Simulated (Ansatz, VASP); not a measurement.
## Sn3GeO: VASP beside Ansatz

The input INCAR:

```
SYSTEM = Sn3GeO
  ALGO = Normal
  EDIFF = 1E-7
  EDIFFG = -0.04
  ENCUT = 600
  GGA = PE
  IBRION = 2
  ISIF = 3
  ISMEAR = 0
  LASPH = .True.
  LCHARG = .False.
  LREAL = .False.
  LWAVE = .False.
  NELM = 100
  NSW = 90
  PREC = Accurate
  SIGMA = 0.1
```

File KPOINTS:

```
k-points
0
Gamma
  4 4 4
  0 0 0
```

File POSCAR:

```
Sn3GeO
1.0
    3.2778226300      1.8924517800      2.6763309300
   -3.2778226300      1.8924517800      2.6763309300
    0.0000000000     -3.7849035500      2.6763309300
Sn Ge O
3 1 1
Direct
    0.5299999700      0.8895000200      0.0175000000
    0.0175000000      0.5299999700      0.8895000200
    0.8895000200      0.0175000000      0.5299999700
    0.0319000000      0.0319000000      0.0319000000
    0.5000000000      0.5000000000      0.5000000000
```

Input for Ansatz:

```yaml
crystal:
  lattice:
    - [3.27782263, 1.89245178, 2.67633093]
    - [-3.27782263, 1.89245178, 2.67633093]
    - [0.0, -3.78490355, 2.67633093]
  atoms:
    - { symbol: Sn, position: [0.52999997, 0.88950002, 0.0175] }
    - { symbol: Sn, position: [0.0175, 0.52999997, 0.88950002] }
    - { symbol: Sn, position: [0.88950002, 0.0175, 0.52999997] }
    - { symbol: Ge, position: [0.0319, 0.0319, 0.0319] }
    - { symbol: O, position: [0.5, 0.5, 0.5] }
basis:
  ecutwfc: 420
kpoints:
  mp_grid: { grid: [4, 4, 4] }
hamiltonian:
  xc: pbe
scf:
  occupations: { method: gaussian, width: 0.1 }
  lower_state_search: "off"
output:
  forces: true
  stress: true
  eigenvalues: true
relax:
  adjacent_minimum: "off"
  f_tol: 0.04
  max_steps: 70
  cell: { stress_tol: 0.4 }
```

Change from the starting cell: species swapped into the Ag3SI type (R3, No. 146).

Alike in both runs: task relaxation of cell and atoms; functional PBE; k mesh 4 × 4 × 4; occupations gaussian, width 0.1 eV; no spin polarisation.

|  | VASP | Ansatz |
| --- | --- | --- |
| version | VASP 6.6.1 | Ansatz 0.2.0 |
| potentials or method | VASP PAW PBE potentials, release 64 (Sn_d, Ge_d, O), cutoff 600 eV | scalar-relativistic, plane waves, PAW |
| valence electrons in the cell | 62 | 62 |

Ansatz gave:

| Property | Result |
| --- | --- |
| gap on the k mesh at the Fermi level, each at its own relaxed structure (eV) | none |
| relaxed volume (Å³/atom) | 24.05 |
| relaxed cell length with the largest relative difference (Å) | 4.939 |

Task: Estimate VASP's values.

Result: gap on the k mesh at the Fermi level, each at its own relaxed structure (eV): none; relaxed volume (Å³/atom): 23.70; relaxed cell length with the largest relative difference (Å): 4.912.

A gap of «none» marks a metal or a gap that the smearing closes.

Noted on VASP's run: the volume moved by over 15 % at a fixed basis, so the end points are rough.
